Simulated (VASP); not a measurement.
A run of VASP 6.6.1 is set up as follows.

Contents of POSCAR:

```
AlAu
1.0
    3.2023041534      0.0000000000      0.0000000000
    0.0000000000      3.2023041534      0.0000000000
    0.0000000000      0.0000000000      3.2023041534
Al Au
1 1
Direct
    0.0000000000      0.0000000000      0.0000000000
    0.5000000000      0.5000000000      0.5000000000
```

File INCAR.step1:

```
  ALGO = Normal
  EDIFF = 1E-4
  ENCUT = 520
  GGA = PE
  ISMEAR = -1
  LASPH = True
  LCHARG = False
  LREAL = False
  LWAVE = True
  NBANDS = 14
  NELM = 60
  PREC = Accurate
  SIGMA = 0.1
```

INCAR.step2

```
  ALGO = Normal
  EDIFF = 1E-6
  ENCUT = 520
  ISIF = 2
  ISMEAR = -1
  ISTART = 1
  LASPH = True
  LCHARG = False
  LMIXTAU = True
  LREAL = False
  LWAVE = False
  METAGGA = R2SCAN
  NBANDS = 14
  NELM = 60
  PREC = Accurate
  SIGMA = 0.1
```

File KPOINTS:

```
k-points
0
Gamma
  9 9 9
```

Potentials or basis: VASP PAW PBE potentials, release 64 (Al, Au).

The run is started by

```bash
$ cat potpaw_PBE.64/Al/POTCAR potpaw_PBE.64/Au/POTCAR > POTCAR
$ cp INCAR.step1 INCAR
$ mpirun -np 1 vasp_std > vasp.out
$ cp INCAR.step2 INCAR
$ mpirun -np 1 vasp_std > vasp.out
```

Problem. What does it give for the band gap on the k mesh?

Solution. Zero (band 7 reaches 12.85 eV, above the bottom of band 8 at 8.97 eV).

Problem. Estimate the pressure.

Solution. -2.8 GPa.

Caveat: the PAW data sets were made with another functional, which shifts forces and pressure a little; spin-orbit coupling is left out, which moves the levels of the heavy elements.
